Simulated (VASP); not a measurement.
# AlFe (Pm-3m) in VASP: a series of runs

AlFe is run at these levels: PBE; tasks: single point.

All numbers are computed with VASP 6.6.1; they aren't measurements. Logs are shortened: lines on timing, memory, paths and dates and some standing lists are left out, and cuts for length are marked.

## 1. The cell of the first run

The structure is cubic, space group Pm-3m (No. 221). The conventional cell has a = 2.910 Å, b = 2.910 Å, c = 2.910 Å, α = 90.00°, β = 90.00°, γ = 90.00°. Al (site symmetry m-3m) has 8 Fe at 2.52 Å and 6 Al at 2.91 Å within 3.3 Å. Fe (site symmetry m-3m) has 8 Al at 2.52 Å and 6 Fe at 2.91 Å within 3.3 Å.

## 2. Single point, PBE, collinear spin, ferromagnetic start

INCAR reads:

```
PREC = Accurate
ENCUT = 520
EDIFF = 1E-6
ISMEAR = 0
SIGMA = 0.1
LREAL = False
LASPH = True
NELM = 150
ALGO = Normal
ISIF = 2
LWAVE = False
LCHARG = False
ISPIN = 2
MAGMOM = 0 4
LORBIT = 11
LMAXMIX = 4
GGA = PE
NBANDS = 16
```

KPOINTS reads:

```
Automatic mesh
0
Gamma
  6 6 6
```

POSCAR reads:

```
AlFe
1.0
    2.9100000000      0.0000000000      0.0000000000
    0.0000000000      2.9100000000      0.0000000000
    0.0000000000      0.0000000000      2.9100000000
Al Fe
1 1
Direct
    0.0000000000      0.0000000000      0.0000000000
    0.5000000000      0.5000000000      0.5000000000
```

Potentials or basis: VASP PAW PBE potentials, release 64 (Al, Fe).

On the command line:

```bash
$ cat potpaw_PBE.64/Al/POTCAR potpaw_PBE.64/Fe/POTCAR > POTCAR
$ mpirun -np 1 vasp_std > vasp.out
```

OUTCAR:

```text
PREC = Accurate
   ENCUT = 520
   EDIFF = 1E-6
   ISMEAR = 0
   LREAL = False
   LASPH = True
   NELM = 150
   ISIF = 2
   ISPIN = 2
   LORBIT = 11
   GGA = PE

 ion  position               nearest neighbor table
   1  0.000  0.000  0.000-   2 2.52   2 2.52   2 2.52   2 2.52   2 2.52   2 2.52   2 2.52   2 2.52

   2  0.500  0.500  0.500-   1 2.52   1 2.52   1 2.52   1 2.52   1 2.52   1 2.52   1 2.52   1 2.52

  LATTYP: Found a simple cubic cell.
 ALAT       =     2.9100000000

  Lattice vectors:

 A1 = (   2.9100000000,   0.0000000000,   0.0000000000)
 A2 = (   0.0000000000,   2.9100000000,   0.0000000000)
 A3 = (   0.0000000000,   0.0000000000,   2.9100000000)

Analysis of symmetry for initial positions (statically):
=====================================================================
 Subroutine PRICEL returns:
 Original cell was already a primitive cell.

 Routine SETGRP: Setting up the symmetry group for a
 simple cubic supercell.

 Subroutine GETGRP returns: Found 48 space group operations
 (whereof 48 operations were pure point group operations)
 out of a pool of 48 trial point group operations.

The static configuration has the point symmetry O_h .

Analysis of symmetry for dynamics (positions and initial velocities):
=====================================================================
 Subroutine PRICEL returns:
 Original cell was already a primitive cell.

 Routine SETGRP: Setting up the symmetry group for a
 simple cubic supercell.

 Subroutine GETGRP returns: Found 48 space group operations
 (whereof 48 operations were pure point group operations)
 out of a pool of 48 trial point group operations.

The dynamic configuration has the point symmetry O_h .

Analysis of structural, dynamic, and magnetic symmetry:
=====================================================================
 Subroutine PRICEL returns:
 Original cell was already a primitive cell.

 Routine SETGRP: Setting up the symmetry group for a
 simple cubic supercell.

 Subroutine GETGRP returns: Found 48 space group operations
 (whereof 48 operations were pure point group operations)
 out of a pool of 48 trial point group operations.

The overall configuration has the point symmetry O_h .

 Subroutine INISYM returns: Found 48 space group operations
 (whereof 48 operations are pure point group operations),
 and found     1 'primitive' translations

----------------------------------------------------------------------------------------

                                     Primitive cell

  volume of cell :      24.6422

  direct lattice vectors                    reciprocal lattice vectors
     2.910000000  0.000000000  0.000000000     0.343642612  0.000000000  0.000000000
     0.000000000  2.910000000  0.000000000     0.000000000  0.343642612  0.000000000
     0.000000000  0.000000000  2.910000000     0.000000000  0.000000000  0.343642612

  length of vectors
     2.910000000  2.910000000  2.910000000     0.343642612  0.343642612  0.343642612

  position of ions in fractional coordinates (direct lattice)
     0.000000000  0.000000000  0.000000000
     0.500000000  0.500000000  0.500000000

  ion indices of the primitive-cell ions
   primitive index   ion index
                 1           1
                 2           2

----------------------------------------------------------------------------------------

 KPOINTS: Automatic mesh

Automatic generation of k-mesh.
 Grid dimensions read from file:
 generate k-points for:    6    6    6

 Generating k-lattice:

  Cartesian coordinates                     Fractional coordinates (reciprocal lattice)
     0.057273769  0.000000000  0.000000000     0.166666667  0.000000000  0.000000000
     0.000000000  0.057273769  0.000000000     0.000000000  0.166666667  0.000000000
     0.000000000  0.000000000  0.057273769     0.000000000  0.000000000  0.166666667

  Length of vectors
     0.057273769  0.057273769  0.057273769

  Shift w.r.t. Gamma in fractional coordinates (k-lattice)
     0.000000000  0.000000000  0.000000000

 Subroutine IBZKPT returns following result:
 ===========================================

 Found     20 irreducible k-points:

 Following reciprocal coordinates:
            Coordinates               Weight
  0.000000  0.000000  0.000000      1.000000
  0.166667  0.000000  0.000000      6.000000
  0.333333  0.000000  0.000000      6.000000
  0.500000  0.000000  0.000000      3.000000
  0.166667  0.166667  0.000000     12.000000
  0.333333  0.166667  0.000000     24.000000
[... 12 lines left out ...]
  0.500000  0.500000  0.333333      6.000000
  0.500000  0.500000  0.500000      1.000000
   k-points           NKPTS =     20   k-points in BZ     NKDIM =     20   number of bands    NBANDS=     16
   number of dos      NEDOS =    301   number of ions     NIONS =      2
   total plane-waves  NPLWV =  13824
   dimension x,y,z NGX =    24 NGY =   24 NGZ =   24
   dimension x,y,z NGXF=    48 NGYF=   48 NGZF=   48
   ions per type =               1   1
   NGX,Y,Z   is equivalent  to a cutoff of  13.71, 13.71, 13.71 a.u.
   NGXF,Y,Z  is equivalent  to a cutoff of  27.42, 27.42, 27.42 a.u.
 SYSTEM =  unknown system
   PREC   = accura    normal or accurate (medium, high low for compatibility)
   ISTART =      0    job   : 0-new  1-cont  2-samecut
   ICHARG =      2    charge: 1-file 2-atom 10-const
   ISPIN  =      2    spin polarized calculation?
   LNONCOLLINEAR =      F non collinear calculations
   LSORBIT =      F    spin-orbit coupling
   LASPH  =      T    aspherical Exc in radial PAW
   ENCUT  =  520.0 eV  38.22 Ry    6.18 a.u.   5.41  5.41  5.41*2*pi/ulx,y,z
   NELM   =    150;   NELMIN=  2; NELMDL= -5     # of ELM steps
   EDIFF  = 0.1E-05   stopping-criterion for ELM
   LREAL  =      F    real-space projection
   EDIFFG = 0.1E-04   stopping-criterion for IOM
   NSW    =      0    number of steps for IOM
   IBRION =     -1    ionic relax: 0-MD 1-quasi-New 2-CG
   NFREE  =      0    steps in history (QN), initial steepest desc. (CG)
   ISIF   =      2    stress and relaxation
   ISYM   =      2    0-nonsym 1-usesym 2-fastsym
   POTIM  = 0.5000    time-step for ionic-motion
   TEBEG  =    0.0;   TEEND  =   0.0 temperature during run
   PSTRESS=    0.0 pullay stress
   NELECT =      11.0000    total number of electrons
   NUPDOWN=      -1.0000    fix difference up-down
   EMIN   =  10.00;   EMAX   =-10.00  energy-range for DOS
   EFERMI =   0.00;   METHOD = LEGACY
   ISMEAR =     0;   SIGMA  =   0.10  broadening in eV -4-tet -1-fermi 0-gaus
   EFERMI_NEDOS =   21; number of points for ismear=-14 and -15
   IALGO  =     38    algorithm
   IMIX   =      4    mixing-type and parameters
     AMIX     =   0.40;   BMIX     =  1.00
     AMIX_MAG =   1.60;   BMIX_MAG =  1.00
  volume/ion in A,a.u.               =      12.32        83.15
  Fermi-wavevector in a.u.,A,eV,Ry     =   1.251160  2.364349 21.298567  1.565401
  Thomas-Fermi vector in A             =   2.385120
   LORBIT       =     11    0 simple, 1 ext, 2 COOP (PROOUT), +10 PAW based schemes
   GGA     = PE    functional components
   LHFCALC =     F    Hartree Fock is set to
   AEXX    =    0.0000 exact exchange contribution
   IVDW    =     0    specifies the selected vdW correction
   LEPSILON=     F    determine dielectric tensor
   LRPA    =     F    only Hartree local field effects (RPA)
 spin polarized calculation
 Gauss-broadening in eV      SIGMA  =   0.10
  energy-cutoff  :      520.00
  volume of cell :       24.64
 maximum number of plane-waves:       691
 NGX is ok and might be reduce to    24
   NGX = 11   NGY = 11   NGZ = 11

 number of electron      10.9999994 magnetization       0.7409326

 Free energy of the ion-electron system (eV)
  ---------------------------------------------------
  ext. energy  EPLUGINS =         0.00000000
  ---------------------------------------------------
  free energy    TOTEN  =       -12.64716869 eV

  energy without entropy =      -12.63741944  energy(sigma->0) =      -12.64229407

 E-fermi :   7.6050     XC(G=0): -11.9736

 val. band max:        7.5504197952   @ k =   0.5000   0.3333   0.0000
 cond. band min:       7.6274429227   @ k =   0.3333   0.1667   0.1667
 fundamental gap:      0.0770231275
 Fermi energy:         7.6050246645

 spin component 1

 k-point     1 :       0.0000    0.0000    0.0000
  band No.  band energies     occupation
      1      -2.5666      1.00000
      2       5.2568      1.00000
      3       5.2568      1.00000
      4       7.1668      1.00000
      5       7.1668      1.00000
      6       7.1668      1.00000
[... 8 lines left out ...]
     15      28.9333      0.00000
     16      30.8746      0.00000
[... 343 lines left out ...]
 k-point    20 :       0.5000    0.5000    0.5000
  band No.  band energies     occupation
      1       4.1081      1.00000
      2       4.1081      1.00000
      3       4.1081      1.00000
      4       8.0783      0.00000
      5       8.0783      0.00000
      6      10.5580      0.00000
[... 8 lines left out ...]
     15      35.0513      0.00000
     16      38.9772      0.00000
 Fermi energy:         7.6050246645

 spin component 2

 k-point     1 :       0.0000    0.0000    0.0000
  band No.  band energies     occupation
      1      -2.5534      1.00000
      2       5.5809      1.00000
      3       5.5809      1.00000
      4       8.0970      0.00000
      5       8.0970      0.00000
      6       8.0970      0.00000
[... 8 lines left out ...]
     15      28.9950      0.00000
     16      30.8611      0.00000
[... 343 lines left out ...]
 k-point    20 :       0.5000    0.5000    0.5000
  band No.  band energies     occupation
      1       4.5747      1.00000
      2       4.5747      1.00000
      3       4.5747      1.00000
      4       8.5596      0.00000
      5       8.5596      0.00000
      6      10.6280      0.00000
[... 8 lines left out ...]
     15      34.9381      0.00000
     16      38.9476      0.00000

------------------------ aborting loop because EDIFF is reached ----------------------------------------

  FORCE on cell =-STRESS in cart. coord.  units (eV):
  Direction    XX          YY          ZZ          XY          YZ          ZX
  --------------------------------------------------------------------------------------
  -------------------------------------------------------------------------------------
  Total       -0.9164876     -0.9164876     -0.9164876      0.0000000      0.0000000      0.0000000
  in kB      -59.5879197    -59.5879197    -59.5879197      0.0000000      0.0000000      0.0000000
  external PRESSURE =     -59.5879197 kB  Pullay stress =       0.0000000 kB

 VOLUME and BASIS-vectors are now :
 -----------------------------------------------------------------------------
  energy-cutoff  :      520.00
  volume of cell :       24.64
      direct lattice vectors                 reciprocal lattice vectors
     2.910000000  0.000000000  0.000000000     0.343642612  0.000000000  0.000000000
     0.000000000  2.910000000  0.000000000     0.000000000  0.343642612  0.000000000
     0.000000000  0.000000000  2.910000000     0.000000000  0.000000000  0.343642612

 POSITION                                       TOTAL-FORCE (eV/Angst)
 -----------------------------------------------------------------------------------
      0.00000      0.00000      0.00000         0.000000      0.000000      0.000000
      1.45500      1.45500      1.45500         0.000000      0.000000      0.000000
 -----------------------------------------------------------------------------------
    total drift:                                0.000000     -0.000000     -0.000000

  FREE ENERGIE OF THE ION-ELECTRON SYSTEM (eV)
  ---------------------------------------------------
  free  energy   TOTEN  =       -12.6471686905 eV

  energy  without entropy=      -12.6374194438  energy(sigma->0) =      -12.64229407

 total charge

# of ion       s       p       d       tot
------------------------------------------
    1        0.395   0.419   0.000   0.814
    2        0.419   0.480   6.441   7.339
--------------------------------------------------
tot          0.814   0.898   6.441   8.153

 magnetization (x)

# of ion       s       p       d       tot
------------------------------------------
    1       -0.009  -0.014   0.000  -0.022
    2       -0.002   0.011   0.767   0.776
--------------------------------------------------
tot         -0.010  -0.003   0.767   0.753
```

Run time: 6.9 s. Hardware: 1 thread of Intel Xeon 6975P-C (Granite Rapids), shared host; peak memory 0.15 GiB.

Results:

```yaml
Free_energy: -12.6472 eV
Pressure: -6.0 GPa
Net_moment: 0.74 μB per cell
Site_moments: Al -0.02; Fe +0.78 μB
Valence_electrons_inside_the_program's_atomic_spheres: Al 0.81; Fe 7.34
```

Levels at points of the mesh, in eV from the Fermi level:
Spin up:
```tsv
k point	band 2	band 3	band 4	band 5	band 6	band 7	band 8	band 9	band 10	band 11
(0.00, 0.00, 0.00)	-2.35	-2.35	-0.44	-0.44	-0.44	6.17	6.17	6.17	9.16	9.16
(0.50, 0.00, 0.00)	-5.84	-1.76	-1.33	-1.33	-0.33	0.85	8.68	10.83	10.83	11.54
(0.50, 0.50, 0.00)	-2.40	-2.05	-2.05	-1.10	-1.10	0.43	3.10	3.74	12.43	15.77
(0.50, 0.50, 0.50)	-3.50	-3.50	0.47	0.47	2.95	2.95	2.95	3.95	5.66	5.66
```
Spin down:
```csv
k point,band 1,band 2,band 3,band 4,band 5,band 6,band 7,band 8,band 9,band 10
"(0.00, 0.00, 0.00)",-10.16,-2.02,-2.02,0.49,0.49,0.49,6.21,6.21,6.21,9.21
"(0.50, 0.00, 0.00)",-6.13,-5.77,-1.38,-0.51,-0.51,0.62,1.30,8.58,10.94,10.94
"(0.50, 0.50, 0.00)",-4.52,-2.12,-2.05,-2.05,-0.25,-0.25,0.91,3.43,4.36,12.38
"(0.50, 0.50, 0.50)",-3.03,-3.03,-3.03,0.95,0.95,3.02,3.02,3.02,3.89,6.12
```

Caveat: the moment fell far below its start of 4 μB, so a state of higher moment may lie lower in energy.

## 3. Single point, PBE, collinear spin, ferromagnetic start (volume scaled by 0.88)

INCAR reads:

```
ALGO = Normal
EDIFF = 1E-7
ENCUT = 520
GGA = PE
ISIF = 2
ISMEAR = 0
ISPIN = 2
LASPH = True
LCHARG = True
LELF = True
LMAXMIX = 4
LORBIT = 11
LREAL = False
LVHAR = True
LWAVE = False
MAGMOM = 0 0.77
NBANDS = 16
NELM = 150
PREC = Accurate
SIGMA = 0.1
```

KPOINTS reads:

```
k-points
0
Gamma
  14 14 14
```

POSCAR reads:

```
AlFe
1.0
    2.7544252092      0.0000000000      0.0000000000
    0.0000000000      2.7544252092      0.0000000000
    0.0000000000      0.0000000000      2.7544252092
Al Fe
1 1
Direct
    0.0000000000      0.0000000000      0.0000000000
    0.5000000000      0.5000000000      0.5000000000
```

Potentials or basis: VASP PAW PBE potentials, release 64 (Al, Fe).

On the command line:

```bash
$ cat potpaw_PBE.64/Al/POTCAR potpaw_PBE.64/Fe/POTCAR > POTCAR
$ mpirun -np 1 vasp_std > vasp.out
```

It took 28 s on 1 thread of Intel Xeon 6975P-C (Granite Rapids), shared host; peak memory 0.18 GiB.

The run converged. Its results:

```
Free energy                                           : -12.4185 eV
Pressure                                              : 29.6 GPa
Net moment                                            : 0.61 μB per cell
Site moments                                          : Al -0.02; Fe +0.64 μB
Valence electrons inside the program's atomic spheres : Al 0.92; Fe 7.71
```

Levels at points of the mesh, in eV from the Fermi level:
Spin up:
```
           k point  band 2  band 3  band 4  band 5  band 6  band 7  band 8  band 9  band 10  band 11
(0.00, 0.00, 0.00)   -2.89   -2.89   -0.24   -0.24   -0.24    7.23    7.23    7.23    10.08    10.08
(0.50, 0.00, 0.00)   -6.46   -2.12   -1.37   -1.37   -0.09    1.30    9.01   12.00    12.00    13.59
(0.50, 0.50, 0.00)   -2.83   -2.18   -2.18   -1.13   -1.13    0.74    3.95    5.11    14.50    17.43
(0.50, 0.50, 0.50)   -4.04   -4.04    0.79    0.79    3.21    3.21    3.21    5.63     6.91     6.91
```
Spin down:
```tsv
k point	band 3	band 4	band 5	band 6	band 7	band 8
(0.00, 0.00, 0.00)	-2.60	0.49	0.49	0.49	7.28	7.28
(0.50, 0.00, 0.00)	-1.77	-0.73	-0.73	0.66	1.71	8.93
(0.50, 0.50, 0.00)	-2.17	-2.17	-0.46	-0.46	1.18	4.25
(0.50, 0.50, 0.50)	-3.68	1.23	1.23	3.28	3.28	3.28
```

## 4. Single point, PBE, collinear spin, ferromagnetic start (volume scaled by 0.91)

INCAR reads:

```
SYSTEM = AlFe
ALGO     = Normal         ! electronic algorithm
EDIFF    = 1E-6           ! SCF threshold, eV
ENCUT    = 520            ! plane-wave cutoff, eV
GGA      = PE             ! functional
ISIF     = 2              ! what is computed and relaxed
ISMEAR   = 0              ! smearing method
ISPIN    = 2              ! spin polarisation
LASPH    = .TRUE.         ! aspherical terms in the spheres
LCHARG   = .FALSE.        ! write CHGCAR
LMAXMIX  = 4              ! l up to which the mixer works
LORBIT   = 11             ! projections on sites
LREAL    = .FALSE.        ! projectors in reciprocal space
LWAVE    = .FALSE.        ! write WAVECAR
MAGMOM   = 0 0.77         ! initial moments
NBANDS   = 16             ! bands
NELM     = 150            ! most SCF steps
PREC     = Accurate       ! precision mode
SIGMA    = 0.1            ! smearing width, eV
```

KPOINTS reads:

```
k-points
0
G
  14 14 14
  0 0 0
```

POSCAR reads:

```
AlFe
1.0
    2.7853763977      0.0000000000      0.0000000000
    0.0000000000      2.7853763977      0.0000000000
    0.0000000000      0.0000000000      2.7853763977
Al Fe
1 1
Direct
    0.0000000000      0.0000000000      0.0000000000
    0.5000000000      0.5000000000      0.5000000000
```

On the command line:

```bash
$ cat potpaw_PBE.64/Al/POTCAR potpaw_PBE.64/Fe/POTCAR > POTCAR
$ mpirun -np 1 vasp_std > vasp.out
```

It took 25 s on 1 thread of Intel Xeon 6975P-C (Granite Rapids), shared host; peak memory 0.2 GiB.

The run converged. Its results:

- Free energy: -12.5289 eV
- Pressure: 20.3 GPa
- Net moment: 0.63 μB per cell
- Site moments: Al -0.02; Fe +0.66 μB
- Valence electrons inside the program's atomic spheres: Al 0.90; Fe 7.63

Levels at points of the mesh, in eV from the Fermi level:
Spin up:
| k point | band 3 | band 4 | band 5 | band 6 | band 7 | band 8 | band 9 | band 10 |
| --- | --- | --- | --- | --- | --- | --- | --- | --- |
| (0.00, 0.00, 0.00) | -2.78 | -0.28 | -0.28 | -0.28 | 6.99 | 6.99 | 6.99 | 9.87 |
| (0.50, 0.00, 0.00) | -2.05 | -1.35 | -1.35 | -0.13 | 1.19 | 8.94 | 11.74 | 11.74 |
| (0.50, 0.50, 0.00) | -2.17 | -2.17 | -1.11 | -1.11 | 0.66 | 3.76 | 4.81 | 14.05 |
| (0.50, 0.50, 0.50) | -3.92 | 0.71 | 0.71 | 3.14 | 3.14 | 3.14 | 5.26 | 6.63 |
Spin down:
```tsv
k point	band 2	band 3	band 4	band 5	band 6	band 7	band 8	band 9
(0.00, 0.00, 0.00)	-2.47	-2.47	0.48	0.48	0.48	7.03	7.03	7.03
(0.50, 0.00, 0.00)	-6.29	-1.69	-0.70	-0.70	0.63	1.62	8.85	11.83
(0.50, 0.50, 0.00)	-2.48	-2.16	-2.16	-0.43	-0.43	1.12	4.06	5.30
(0.50, 0.50, 0.50)	-3.55	-3.55	1.17	1.17	3.21	3.21	3.21	5.21
```

(Continued in part 2 of 2.)
